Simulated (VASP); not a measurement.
# NaF (I4/mmm) in VASP: a series of runs, part 2 of 4

VASP 6.6.1.

## Step 3: Single point, r2SCAN (film at in-plane strain +0.005)

The input, POSCAR:

```
NaF
1.0
    2.3085569110      2.3085569110      0.0000000000
   -2.3085569110      2.3085569110      0.0000000000
    0.0000000000      2.3085569110      2.2930128636
Na F
1 1
Direct
    0.0000000000      0.0000000000      0.0000000000
    0.5000000000      0.5000000000      0.0000000000
```

The input, INCAR.step1:

```
SYSTEM = NaF
  ALGO = Normal
  EDIFF = 1E-4
  ENCUT = 520
  GGA = PE
  ISMEAR = 0
  LASPH = .True.
  LCHARG = .False.
  LREAL = .False.
  LWAVE = .True.
  NBANDS = 14
  NELM = 60
  PREC = Accurate
  SIGMA = 0.01
```

The input, INCAR.step2:

```
SYSTEM = NaF
  ALGO = Normal
  EDIFF = 1E-7
  ENCUT = 520
  ISIF = 2
  ISMEAR = 0
  ISTART = 1
  LASPH = .True.
  LCHARG = .True.
  LELF = .True.
  LMIXTAU = .True.
  LREAL = .False.
  LVHAR = .True.
  LWAVE = .False.
  METAGGA = R2SCAN
  NBANDS = 14
  NELM = 60
  PREC = Accurate
  SIGMA = 0.01
```

The input, KPOINTS:

```
k-points
0
Gamma
  8 8 8
  0 0 0
```

Potentials or basis: VASP PAW PBE potentials, release 64 (Na_pv, F).

The run is started by

```sh
cat potpaw_PBE.64/Na_pv/POTCAR potpaw_PBE.64/F/POTCAR > POTCAR
cp INCAR.step1 INCAR
mpirun -np 1 vasp_std > vasp.out
cp INCAR.step2 INCAR
mpirun -np 1 vasp_std > vasp.out
```

OUTCAR:

```text
SYSTEM = NaF
   EDIFF = 1E-7
   ENCUT = 520
   ISIF = 2
   ISMEAR = 0
   ISTART = 1
   LASPH = .True.
   LREAL = .False.
   METAGGA = R2SCAN
   NELM = 60
   PREC = Accurate

 ion  position               nearest neighbor table
   1  0.000  0.000  0.000-   2 2.29   2 2.29   2 2.31   2 2.31   2 2.31   2 2.31
   2  0.500  0.500  0.000-   1 2.29   1 2.29   1 2.31   1 2.31   1 2.31   1 2.31

  LATTYP: Found a body centered tetragonal cell.
 ALAT       =     3.2647924930
 C/A-ratio  =     1.4046913355

  Lattice vectors:

 A1 = (   2.3085569110,   0.0000000000,  -2.2930128636)
 A2 = (  -2.3085569110,   0.0000000000,  -2.2930128636)
 A3 = (   0.0000000000,   2.3085569110,   2.2930128636)

Analysis of symmetry for initial positions (statically):
=====================================================================
 Subroutine PRICEL returns:
 Original cell was already a primitive cell.

 Routine SETGRP: Setting up the symmetry group for a
 body centered tetragonal supercell.

 Subroutine GETGRP returns: Found 16 space group operations
 (whereof 16 operations were pure point group operations)
 out of a pool of 16 trial point group operations.

The static configuration has the point symmetry D_4h.

Analysis of symmetry for dynamics (positions and initial velocities):
=====================================================================
 Subroutine PRICEL returns:
 Original cell was already a primitive cell.

 Routine SETGRP: Setting up the symmetry group for a
 body centered tetragonal supercell.

 Subroutine GETGRP returns: Found 16 space group operations
 (whereof 16 operations were pure point group operations)
 out of a pool of 16 trial point group operations.

The dynamic configuration has the point symmetry D_4h.

 Subroutine INISYM returns: Found 16 space group operations
 (whereof 16 operations are pure point group operations),
 and found     1 'primitive' translations

----------------------------------------------------------------------------------------

                                     Primitive cell
[... 116 lines left out ...]
   METAGGA = R2SCAN    functional components
   LHFCALC =     F    Hartree Fock is set to
   AEXX    =    0.0000 exact exchange contribution
   IVDW    =     0    specifies the selected vdW correction
   LEPSILON=     F    determine dielectric tensor
   LRPA    =     F    only Hartree local field effects (RPA)
 non-spin polarized calculation
 Gauss-broadening in eV      SIGMA  =   0.01
  energy-cutoff  :      520.00
  volume of cell :       24.44
 maximum number of plane-waves:       672
   NGX = 13   NGY = 13   NGZ = 13

 number of electron      13.9999988 magnetization

 Free energy of the ion-electron system (eV)
  ---------------------------------------------------
  ext. energy  EPLUGINS =         0.00000000
  ---------------------------------------------------
  free energy    TOTEN  =       -12.60174467 eV

  energy without entropy =      -12.60174467  energy(sigma->0) =      -12.60174467

 E-fermi :  -2.5736     XC(G=0):  -9.8668

 val. band max:       -2.6487393005   @ k =   0.0000   0.0000   0.0000
 cond. band min:       4.6250623758   @ k =   0.0000   0.0000   0.0000
 fundamental gap:      7.2738016764
 Fermi energy:        -2.5736447462

 k-point     1 :       0.0000    0.0000    0.0000
  band No.  band energies     occupation
      1     -22.9746      2.00000
      2     -22.0964      2.00000
      3     -22.0963      2.00000
      4     -22.0945      2.00000
      5      -2.6494      2.00000
      6      -2.6493      2.00000
      7      -2.6487      2.00000
      8       4.6251      0.00000
      9      17.2487      0.00000
     10      17.2495      0.00000
     11      17.2968      0.00000
     12      19.9556      0.00000
     13      22.4880      0.00000
     14      22.6911      0.00000
[... 377 lines left out ...]
      1     -23.2237      2.00000
      2     -22.1230      2.00000
      3     -22.1015      2.00000
      4     -21.7434      2.00000
      5      -3.7263      2.00000
      6      -2.9423      2.00000
      7      -2.8377      2.00000
      8       7.3838      0.00000
      9      12.7792      0.00000
     10      17.3530      0.00000
     11      19.0942      0.00000
     12      20.2942      0.00000
     13      21.5198      0.00000
     14      24.6358      0.00000

 [... further k-points ...]
[... 5 lines left out ...]
  --------------------------------------------------------------------------------------
  -------------------------------------------------------------------------------------
  Total       -0.2171469     -0.2171469     -0.1356940      0.0000000      0.0000000      0.0000000
  in kB      -14.2346427    -14.2346427     -8.8951569      0.0000000      0.0000000      0.0000000
  external PRESSURE =     -12.4548141 kB  Pullay stress =       0.0000000 kB

 VOLUME and BASIS-vectors are now :
 -----------------------------------------------------------------------------
  energy-cutoff  :      520.00
  volume of cell :       24.44
      direct lattice vectors                 reciprocal lattice vectors
     2.308556911  2.308556911  0.000000000     0.216585520  0.216585520 -0.218053727
    -2.308556911  2.308556911  0.000000000    -0.216585520  0.216585520 -0.218053727
     0.000000000  2.308556911  2.293012864     0.000000000  0.000000000  0.436107453

 POSITION                                       TOTAL-FORCE (eV/Angst)
 -----------------------------------------------------------------------------------
      0.00000      0.00000      0.00000         0.000000      0.000000      0.000000
      0.00000      2.30856      0.00000         0.000000     -0.000000      0.000000
 -----------------------------------------------------------------------------------
    total drift:                                0.000000     -0.000000     -0.000000

  FREE ENERGIE OF THE ION-ELECTRON SYSTEM (eV)
  ---------------------------------------------------
  free  energy   TOTEN  =       -12.6017446717 eV

  energy  without entropy=      -12.6017446717  energy(sigma->0) =      -12.60174467
```

OUTCAR.step1:

```text
SYSTEM = NaF
   EDIFF = 1E-4
   ENCUT = 520
   GGA = PE
   ISMEAR = 0
   LASPH = .True.
   LREAL = .False.
[... 629 lines left out ...]
      0.00000      0.00000      0.00000         0.000000      0.000000      0.000000
      0.00000      2.30856      0.00000        -0.000000     -0.000000      0.000000
 -----------------------------------------------------------------------------------
    total drift:                                0.000000     -0.000000     -0.000000

  FREE ENERGIE OF THE ION-ELECTRON SYSTEM (eV)
  ---------------------------------------------------
  free  energy   TOTEN  =        -8.5537158754 eV

  energy  without entropy=       -8.5537158754  energy(sigma->0) =       -8.55371588
```

It took 83 s on 1 thread of AMD EPYC 7R43 (Zen 3), shared host; peak memory 0.11 GiB.

What came out:

```
Free energy            : -12.6017 eV
Pressure               : -1.2 GPa
Band gap on the k mesh : 7.27 eV
```

Caveat: the cell differs from its parent crystal (film at in-plane strain +0.005); the PAW data sets were made with another functional, which shifts forces and pressure a little.

(Continued in part 3 of 4.)
